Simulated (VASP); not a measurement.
Runs of VASP 6.6.1 on BaZrO3. The structure is that of space group Pm-3m (No. 221), or close to it. The cells are those of the table. 

```tsv
task	level	potentials or basis	spin	cell	cutoff (eV)	smearing	second run	gap on the mesh (eV)	pressure (GPa)	relaxed volume (Å³/atom)
single point	PBE	VASP PAW PBE potentials, release 64 (Ba_sv, Zr_sv, O)	off	a = 4.205 Å, 5 atoms	520	fermi-dirac 0.02 eV	-	3.17	3.4	-
relaxation of cell and atoms	r2SCAN	VASP PAW PBE potentials, release 64 (Ba_sv, Zr_sv, O)	off	relaxed from a = 4.227 Å, 5 atoms	600	fermi-dirac 0.02 eV	-	(b)	0.0	14.95
single point	PBE	VASP PAW PBE potentials, release 64 (Ba_sv, Zr_sv, O_h)	off	a = 4.227 Å, 5 atoms	910	fermi-dirac 0.02 eV	hard_potentials	3.14	0.7	-
single point	PBE	VASP PAW PBE potentials, release 64 (Ba_sv, Zr_sv, O)	non-collinear, zero start, SOC	a = 4.205 Å, 5 atoms	520	gaussian 0.01 eV	-	-	3.4	-
relaxation of cell and atoms	PBE	VASP PAW PBE potentials, release 64 (Ba_sv, Zr_sv, O)	off	relaxed from a = 4.608 Å, 5 atoms	600	fermi-dirac 0.02 eV	-	3.12	0.0	(c)
single point	r2SCAN	VASP PAW PBE potentials, release 64 (Ba_sv, Zr_sv, O)	off	a = 4.205 Å, 5 atoms	520	gaussian 0.01 eV	-	3.68	1.0	-
single point	PBE	VASP PAW PBE potentials, release 64 (Ba_sv, Zr_sv, O)	off	a = 4.227 Å, 5 atoms	520	fermi-dirac 0.02 eV	-	3.13	(a)	-
single point	r2SCAN	VASP PAW PBE potentials, release 64 (Ba_sv, Zr_sv, O)	off	a = 4.205 Å, 5 atoms	520	fermi-dirac 0.02 eV	-	3.68	1.0	-
single point	PBE	VASP PAW PBE potentials, release 64 (Ba_sv, Zr_sv, O_h)	off	a = 4.205 Å, 5 atoms	910	fermi-dirac 0.02 eV	hard_potentials	3.17	3.2	-
```

Alike in all rows: k mesh 6 × 6 × 6.

Q: Estimate the missing entries.

A: (a) 0.9; (b) 3.67; (c) 15.19.

Caveats: spin-orbit coupling is left out, which moves the levels of the heavy elements (some runs); the PAW data sets were made with another functional, which shifts forces and pressure a little (some runs); the cutoff is under 1.25 times the usual one of these potentials, so pressure, stress and relaxed cells hold a basis-set (Pulay) error (some runs); the volume moved by over 15 % at a fixed basis, so the end points are rough (some runs).

A k mesh can miss the band edges, and rows without SOC leave out spin-orbit coupling on Ba, Zr.
